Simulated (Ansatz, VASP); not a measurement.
**Two plane-wave programs on InAs**

```xyz
2
Lattice="0.0000 2.7821 2.9030 2.7821 0.0000 2.9030 2.7821 2.7821 0.0000" Properties=species:S:1:pos:R:3 pbc="T T T"
In    0.0000    0.0000    0.0000
As    4.1731    4.1731    4.3546
```

Change from the starting cell: strain -0.080 along x and y, -0.040 along z, atoms carried along.

Alike in both runs: task single point; functional PBE; k mesh 14 × 14 × 14; occupations gaussian, width 0.15 eV; no spin polarisation.

|  | VASP | Ansatz |
| --- | --- | --- |
| version | VASP 6.6.1 | Ansatz 0.2.0 |
| potentials or method | VASP PAW PBE potentials, release 64 (In_d, As), cutoff 520 eV | scalar-relativistic, plane waves, PAW |
| valence electrons in the cell | 18 | 28 |

VASP gave:

```
gap on the k mesh at the Fermi level (eV)                     : 0.77
least direct gap on the mesh (eV)                             : 0.77
pressure (GPa)                                                : 25.6
traceless stress, the component that is largest in VASP (GPa) : -0.56
```

Problem. Which values does Ansatz return?

Solution. gap on the k mesh at the Fermi level (eV): 0.76; least direct gap on the mesh (eV): 0.76; pressure (GPa): 25.5; traceless stress, the component that is largest in VASP (GPa): -0.56.

VASP's potentials hold 18 valence electrons a cell and Ansatz's 28, so a difference there can come from the potentials and not from the codes.
